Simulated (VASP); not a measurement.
# Ta6S in VASP: notebook

Runs on Ta6S. Level: LDA. Tasks: relaxation of the atoms.

All numbers are computed with VASP 6.6.1; they aren't measurements. Logs are shortened: lines on timing, memory, paths and dates and some standing lists are left out, and cuts for length are marked.

### Step 1. The cell of the first run

The cell holds a slab with vacuum, 7 atoms: a = 4.600 Å, b = 4.600 Å, c = 19.902 Å, α = 90.00°, β = 90.00°, γ = 120.00°.

### Step 2. Relaxation of the atoms, LDA

INCAR reads:

```
PREC = Accurate ; ENCUT = 520
EDIFF = 1E-7 ; ISMEAR = 0
SIGMA = 0.1 ; LREAL = F
LASPH = T ; NELM = 100
ALGO = Normal ; ISIF = 2
LWAVE = F ; LCHARG = F
LDIPOL = T ; IDIPOL = 3
DIPOL = 0.5 0.5 0.342 ; IBRION = 2
NSW = 36 ; EDIFFG = -0.025
KPAR = 4
```

KPOINTS reads:

```
regular mesh
0
Gamma
  6 6 1
```

POSCAR reads:

```
Ta6S
1.0
    4.6002247492      0.0000000000      0.0000000000
   -2.3001123746      3.9839114959      0.0000000000
    0.0000000000      0.0000000000     19.9017722044
Ta S
6 1
Selective dynamics
Direct
    0.6666666667      0.3333333333      0.2009871261  F F F
    0.3333333333      0.6666666667      0.2481697054  F F F
    0.0000000000      0.0000000000      0.2953522847  F F F
    0.6666666667      0.3333333333      0.3395777425  F F F
    0.3333333333      0.6666666667      0.3810648003  F F F
    0.0000000000      0.0000000000      0.4221620124  F F F
    0.2222222222      0.4444444444      0.5035617985  F F T
```

Potentials or basis: VASP PAW LDA potentials, release 64 (Ta_pv, S).

Run with:

```sh
> cat potpaw_LDA.64/Ta_pv/POTCAR potpaw_LDA.64/S/POTCAR > POTCAR
> mpirun -np 4 vasp_std > vasp.out
```

OUTCAR:

```text
PREC = Accurate
   ENCUT = 520
   EDIFF = 1E-7
   ISMEAR = 0
   LREAL = F
   LASPH = T
   NELM = 100
   ISIF = 2
   IBRION = 2
   NSW = 36
   EDIFFG = -0.025

 ion  position               nearest neighbor table
   1  0.667  0.333  0.201-   4 2.76   2 2.82   2 2.82   2 2.82   3 3.25   3 3.25   3 3.25
   2  0.333  0.667  0.248-   5 2.64   1 2.82   1 2.82   3 2.82   3 2.82   3 2.82   1 2.82   4 3.22
                             4 3.22   4 3.22
   3  0.000  0.000  0.295-   6 2.52   4 2.80   4 2.80   4 2.80   2 2.82   2 2.82   2 2.82   5 3.16
                             5 3.16   5 3.16   1 3.25   1 3.25   1 3.25
   4  0.667  0.333  0.340-   1 2.76   5 2.78   5 2.78   5 2.78   3 2.80   3 2.80   3 2.80   6 3.12
                             6 3.12   6 3.12   2 3.22   2 3.22   2 3.22
   5  0.333  0.667  0.381-   7 2.59   2 2.64   6 2.78   6 2.78   6 2.78   4 2.78   4 2.78   4 2.78
                             3 3.16   3 3.16   3 3.16
   6  0.000  0.000  0.422-   7 2.40   3 2.52   5 2.78   5 2.78   5 2.78   4 3.12   4 3.12   4 3.12

   7  0.222  0.444  0.504-   6 2.40   5 2.59

  LATTYP: Found a hexagonal cell.
 ALAT       =     4.6002247492
 C/A-ratio  =     4.3262608436

  Lattice vectors:

 A1 = (   4.6002247492,   0.0000000000,   0.0000000000)
 A2 = (  -2.3001123746,   3.9839114959,   0.0000000000)
 A3 = (   0.0000000000,   0.0000000000,  19.9017722044)

Analysis of symmetry for initial positions (statically):
=====================================================================
 Subroutine PRICEL returns:
 Original cell was already a primitive cell.

 Routine SETGRP: Setting up the symmetry group for a
 hexagonal supercell.

 Subroutine GETGRP returns: Found  2 space group operations
 (whereof  2 operations were pure point group operations)
 out of a pool of 24 trial point group operations.

The static configuration has the point symmetry C_1h.

Analysis of symmetry for dynamics (positions and initial velocities):
=====================================================================
 Subroutine PRICEL returns:
 Original cell was already a primitive cell.

 Routine SETGRP: Setting up the symmetry group for a
 hexagonal supercell.

 Subroutine GETGRP returns: Found  2 space group operations
 (whereof  2 operations were pure point group operations)
 out of a pool of 24 trial point group operations.

The dynamic configuration has the point symmetry C_1h.

Analysis of constrained symmetry for selective dynamics:
=====================================================================
 Subroutine PRICEL returns:
 Original cell was already a primitive cell.

 Routine SETGRP: Setting up the symmetry group for a
 hexagonal supercell.

 Subroutine GETGRP returns: Found  2 space group operations
 (whereof  2 operations were pure point group operations)
 out of a pool of 24 trial point group operations.

The constrained configuration has the point symmetry C_1h.

 Subroutine INISYM returns: Found  2 space group operations
 (whereof  2 operations are pure point group operations),
 and found     1 'primitive' translations

----------------------------------------------------------------------------------------

                                     Primitive cell

  volume of cell :     364.7376

  direct lattice vectors                    reciprocal lattice vectors
     4.600224749  0.000000000  0.000000000     0.217380683  0.125504796  0.000000000
    -2.300112375  3.983911496  0.000000000     0.000000000  0.251009592  0.000000000
     0.000000000  0.000000000 19.901772204     0.000000000  0.000000000  0.050246782

  length of vectors
     4.600224749  4.600224749 19.901772204     0.251009592  0.251009592  0.050246782

  position of ions in fractional coordinates (direct lattice)
     0.666666667  0.333333333  0.200987126
     0.333333333  0.666666667  0.248169705
     0.000000000  0.000000000  0.295352285
     0.666666667  0.333333333  0.339577742
     0.333333333  0.666666667  0.381064800
     0.000000000  0.000000000  0.422162012
     0.222222222  0.444444444  0.503561799

  ion indices of the primitive-cell ions
   primitive index   ion index
                 1           1
                 2           2
                 3           3
                 4           4
                 5           5
                 6           6
                 7           7

----------------------------------------------------------------------------------------

 KPOINTS: regular mesh

Automatic generation of k-mesh.
 Grid dimensions read from file:
 generate k-points for:    6    6    1

 Generating k-lattice:

  Cartesian coordinates                     Fractional coordinates (reciprocal lattice)
     0.036230114  0.020917466  0.000000000     0.166666667  0.000000000  0.000000000
     0.000000000  0.041834932  0.000000000     0.000000000  0.166666667  0.000000000
     0.000000000  0.000000000  0.050246782     0.000000000  0.000000000  1.000000000

  Length of vectors
     0.041834932  0.041834932  0.050246782

  Shift w.r.t. Gamma in fractional coordinates (k-lattice)
     0.000000000  0.000000000  0.000000000

 Subroutine IBZKPT returns following result:
 ===========================================

 Found     13 irreducible k-points:

 Following reciprocal coordinates:
            Coordinates               Weight
  0.000000  0.000000  0.000000      1.000000
  0.166667  0.000000  0.000000      4.000000
  0.000000  0.166667  0.000000      2.000000
  0.333333  0.000000  0.000000      4.000000
  0.000000  0.333333  0.000000      2.000000
  0.500000 -0.000000  0.000000      2.000000
  0.000000  0.500000  0.000000      1.000000
  0.166667  0.166667  0.000000      4.000000
 -0.333333  0.166667  0.000000      2.000000
  0.333333  0.166667  0.000000      4.000000
 -0.166667  0.500000  0.000000      4.000000
  0.500000  0.333333  0.000000      4.000000
  0.333333  0.333333  0.000000      2.000000
   k-points           NKPTS =     13   k-points in BZ     NKDIM =     13   number of bands    NBANDS=     43
   number of dos      NEDOS =    301   number of ions     NIONS =      7
   total plane-waves  NPLWV = 194400
   dimension x,y,z NGX =    36 NGY =   36 NGZ =  150
   dimension x,y,z NGXF=    72 NGYF=   72 NGZF=  300
   ions per type =               6   1
   NGX,Y,Z   is equivalent  to a cutoff of  13.01, 13.01, 12.53 a.u.
   NGXF,Y,Z  is equivalent  to a cutoff of  26.02, 26.02, 25.06 a.u.
 SYSTEM =  unknown system
   PREC   = accura    normal or accurate (medium, high low for compatibility)
   ISTART =      0    job   : 0-new  1-cont  2-samecut
   ICHARG =      2    charge: 1-file 2-atom 10-const
   ISPIN  =      1    spin polarized calculation?
   LNONCOLLINEAR =      F non collinear calculations
   LSORBIT =      F    spin-orbit coupling
   LASPH  =      T    aspherical Exc in radial PAW
   ENCUT  =  520.0 eV  38.22 Ry    6.18 a.u.   8.55  8.55 37.00*2*pi/ulx,y,z
   NELM   =    100;   NELMIN=  2; NELMDL= -5     # of ELM steps
   EDIFF  = 0.1E-06   stopping-criterion for ELM
   LREAL  =      F    real-space projection
   EDIFFG = -.3E-01   stopping-criterion for IOM
   NSW    =     36    number of steps for IOM
   IBRION =      2    ionic relax: 0-MD 1-quasi-New 2-CG
   NFREE  =      1    steps in history (QN), initial steepest desc. (CG)
   ISIF   =      2    stress and relaxation
   ISYM   =      2    0-nonsym 1-usesym 2-fastsym
   POTIM  = 0.5000    time-step for ionic-motion
   TEBEG  =    0.0;   TEEND  =   0.0 temperature during run
   PSTRESS=    0.0 pullay stress
   NELECT =      72.0000    total number of electrons
   NUPDOWN=      -1.0000    fix difference up-down
   EMIN   =  10.00;   EMAX   =-10.00  energy-range for DOS
   EFERMI =   0.00;   METHOD = LEGACY
   ISMEAR =     0;   SIGMA  =   0.10  broadening in eV -4-tet -1-fermi 0-gaus
   EFERMI_NEDOS =   21; number of points for ismear=-14 and -15
   IALGO  =     38    algorithm
   IMIX   =      4    mixing-type and parameters
     AMIX     =   0.40;   BMIX     =  1.00
     AMIX_MAG =   1.60;   BMIX_MAG =  1.00
  volume/ion in A,a.u.               =      52.11       351.62
  Fermi-wavevector in a.u.,A,eV,Ry     =   0.953218  1.801321 12.362584  0.908624
  Thomas-Fermi vector in A             =   2.081853
   LORBIT       =      0    0 simple, 1 ext, 2 COOP (PROOUT), +10 PAW based schemes
   GGA     = CA    functional components
   LHFCALC =     F    Hartree Fock is set to
   AEXX    =    0.0000 exact exchange contribution
   IVDW    =     0    specifies the selected vdW correction
   LEPSILON=     F    determine dielectric tensor
   LRPA    =     F    only Hartree local field effects (RPA)
 conjugate gradient relaxation of ions
 non-spin polarized calculation
 Gauss-broadening in eV      SIGMA  =   0.10
  energy-cutoff  :      520.00
  volume of cell :      364.74
 maximum number of plane-waves:      9885
 NGX is ok and might be reduce to    36
   NGX = 17   NGY = 17   NGZ = 75

 dipolmoment           0.000000      0.000000     -0.024526 electrons x Angstroem

--------------------------------------- Ionic step        1  -------------------------------------------

 number of electron      72.0000019 magnetization

 Free energy of the ion-electron system (eV)
  ---------------------------------------------------
  ext. energy  EPLUGINS =         0.00000000
  ---------------------------------------------------
  free energy    TOTEN  =       -76.38255444 eV

  energy without entropy =      -76.33991266  energy(sigma->0) =      -76.36123355

------------------------ aborting loop because EDIFF is reached ----------------------------------------

  FORCE on cell =-STRESS in cart. coord.  units (eV):
  Direction    XX          YY          ZZ          XY          YZ          ZX
  --------------------------------------------------------------------------------------
  -------------------------------------------------------------------------------------
  Total       -5.1187745     -3.8098860     -2.8038108      0.0000000      1.5250430      0.0000000
  in kB      -22.4851659    -16.7356307    -12.3162589      0.0000000      6.6990339      0.0000000
  external PRESSURE =     -17.1790185 kB  Pullay stress =       0.0000000 kB
[... 69 lines left out ...]
--------------------------------------- Ionic step        3  -------------------------------------------

 number of electron      72.0000018 magnetization

 dipolmoment           0.000000      0.000000      0.160235 electrons x Angstroem

 Free energy of the ion-electron system (eV)
  ---------------------------------------------------
  ext. energy  EPLUGINS =         0.00000000
  ---------------------------------------------------
  free energy    TOTEN  =       -76.52525820 eV

  energy without entropy =      -76.48641328  energy(sigma->0) =      -76.50583574

 E-fermi :  -0.9668     XC(G=0):  -5.3066

 val. band max:       -0.9888936911   @ k =   0.3333   0.3333   0.0000
 cond. band min:      -0.9648798043   @ k =  -0.1667   0.5000   0.0000
 fundamental gap:      0.0240138868
 Fermi energy:        -0.9668363078

 k-point     1 :       0.0000    0.0000    0.0000
  band No.  band energies     occupation
      1     -35.4998      2.00000
      2     -35.3837      2.00000
      3     -35.2007      2.00000
      4     -35.1871      2.00000
      5     -35.1782      2.00000
      6     -35.1267      2.00000
[... 587 lines left out ...]
     42       0.4814      0.00000
     43       0.7779      0.00000

------------------------ aborting loop because EDIFF is reached ----------------------------------------

 vacuum level on the upper side and lower side of the slab       (xc-potential included)         0.652        -0.907

  FORCE on cell =-STRESS in cart. coord.  units (eV):
  Direction    XX          YY          ZZ          XY          YZ          ZX
  --------------------------------------------------------------------------------------
  -------------------------------------------------------------------------------------
  Total       -4.9220596     -1.3385818      0.8699631      0.0000000      2.1915916      0.0000000
  in kB      -21.6210593     -5.8799687      3.8214742      0.0000000      9.6269725      0.0000000
  external PRESSURE =      -7.8931846 kB  Pullay stress =       0.0000000 kB
[... 22 lines left out ...]
  FREE ENERGIE OF THE ION-ELECTRON SYSTEM (eV)
  ---------------------------------------------------
  free  energy   TOTEN  =       -76.5252582009 eV

  energy  without entropy=      -76.4864132809  energy(sigma->0) =      -76.50583574

 reached required accuracy - stopping structural energy minimisation

 vacuum level on the upper side and lower side of the slab         4.300         2.695
```

It took 13 min on 4 MPI ranks of AMD EPYC, shared host; peak memory 0.45 GiB.

Results:

```yaml
Free_energy: -76.5253 eV
Energy_gained_by_relaxing: 20.4 meV/atom
Ionic_steps: 3
Band_gap_on_the_k_mesh: zero (bands 36 and 37 overlap by 0.20 eV)
```

Step by step:
| step | energy change (eV) | largest force on free atoms (eV/Å) | pressure (GPa) |
| --- | --- | --- | --- |
| 1 | 0.0000 | 1.7297 | -1.72 |
| 2 | -0.1104 | 0.8842 | -1.26 |
| 3 | -0.1427 | 0.0113 | -0.79 |

Final structure:
```
CELL_PARAMETERS angstrom
4.60022 0.00000 0.00000
-2.30011 3.98391 0.00000
0.00000 0.00000 19.90177
ATOMIC_POSITIONS crystal
Ta 0.66667 0.33333 0.20099
Ta 0.33333 0.66667 0.24817
Ta 0.00000 0.00000 0.29535
Ta 0.66667 0.33333 0.33958
Ta 0.33333 0.66667 0.38106
Ta 0.00000 0.00000 0.42216
S 0.22222 0.44444 0.49577
```

Levels at points of the mesh, in eV from the Fermi level:
```tsv
k point	band 34	band 35	band 36	band 37	band 38	band 39
(0.00, 0.00, 0.00)	-0.62	-0.45	-0.17	0.01	0.24	0.32
(0.50, 0.00, 0.00)	-0.82	-0.43	-0.21	0.23	0.55	0.77
(0.00, 0.50, 0.00)	-1.00	-0.76	-0.37	-0.14	0.38	0.75
```

Caveat: spin-orbit coupling is left out, which moves the levels of the heavy elements.

### Step 3. Relaxation of the atoms, LDA

INCAR reads:

```
PREC     = Accurate       # precision mode
ENCUT    = 520            # plane-wave cutoff, eV
EDIFF    = 1E-6           # SCF threshold, eV
ISMEAR   = 0              # smearing method
SIGMA    = 0.1            # smearing width, eV
LREAL    = F              # projectors in reciprocal space
LASPH    = T              # aspherical terms in the spheres
NELM     = 60             # most SCF steps
ALGO     = Fast           # electronic algorithm
ISIF     = 2              # what is computed and relaxed
LWAVE    = F              # write WAVECAR
LCHARG   = F              # write CHGCAR
LDIPOL   = T            
IDIPOL   = 3            
DIPOL    = 0.5 0.5 0.342
IBRION   = 2              # ionic algorithm
NSW      = 36             # ionic steps
EDIFFG   = -0.025         # ionic threshold
KPAR     = 4
```

KPOINTS is that of step 2.

POSCAR, as its differences from that of step 2:

```diff
@@ -15,2 +15,2 @@
     0.0000000000      0.0000000000      0.4221620124  F F F
-    0.2222222222      0.4444444444      0.5035617985  F F T
+    0.4444444444      0.2222222222      0.5035617985  F F T
```

Potentials or basis: VASP PAW LDA potentials, release 64 (Ta_pv, S).

Run with:

```sh
> cat potpaw_LDA.64/Ta_pv/POTCAR potpaw_LDA.64/S/POTCAR > POTCAR
> mpirun -np 4 vasp_std > vasp.out
```

Wall time 9.4 min (4 MPI ranks of Oxide Virtual Turin-like, shared host); peak memory 0.43 GiB.

Results (log left out):

```
Free energy               : -76.2267 eV
Energy gained by relaxing : 66.4 meV/atom
Ionic steps               : 3
Band gap on the k mesh    : zero (bands 36 and 37 overlap by 0.11 eV)
```

Step by step:
| step | energy change (eV) | largest force on free atoms (eV/Å) | pressure (GPa) |
| --- | --- | --- | --- |
| 1 | 0.0000 | 2.3444 | -2.18 |
| 2 | -0.2343 | 1.7730 | -1.80 |
| 3 | -0.4649 | 0.0243 | -0.67 |

Final structure:
```xyz
7
Lattice="4.6002 0.0000 0.0000 -2.3001 3.9839 0.0000 0.0000 0.0000 19.9018" Properties=species:S:1:pos:R:3 pbc="T T T"
Ta    2.3001    1.3280    4.0000
Ta    0.0000    2.6559    4.9390
Ta    0.0000    0.0000    5.8780
Ta    2.3001    1.3280    6.7582
Ta    0.0000    2.6559    7.5839
Ta    0.0000    0.0000    8.4018
S     1.5334    0.8853    9.6625
```

Levels at points of the mesh, in eV from the Fermi level:
| k point | band 32 | band 33 | band 34 | band 35 | band 36 | band 37 | band 38 | band 39 | band 40 | band 41 |
| --- | --- | --- | --- | --- | --- | --- | --- | --- | --- | --- |
| (0.00, 0.00, 0.00) | -1.22 | -0.90 | -0.60 | -0.43 | -0.04 | 0.10 | 0.20 | 0.70 | 0.99 | 1.04 |
| (0.50, 0.00, 0.00) | -1.25 | -1.08 | -1.07 | -0.83 | -0.29 | 0.01 | 0.58 | 0.97 | 1.14 | 1.51 |
| (0.00, 0.50, 0.00) | -1.33 | -1.07 | -0.85 | -0.38 | -0.07 | 0.16 | 0.51 | 0.85 | 1.26 | 1.30 |

Caveat: spin-orbit coupling is left out, which moves the levels of the heavy elements.

The gap in the log of VASP goes by the Fermi energy; the results here count the filled bands.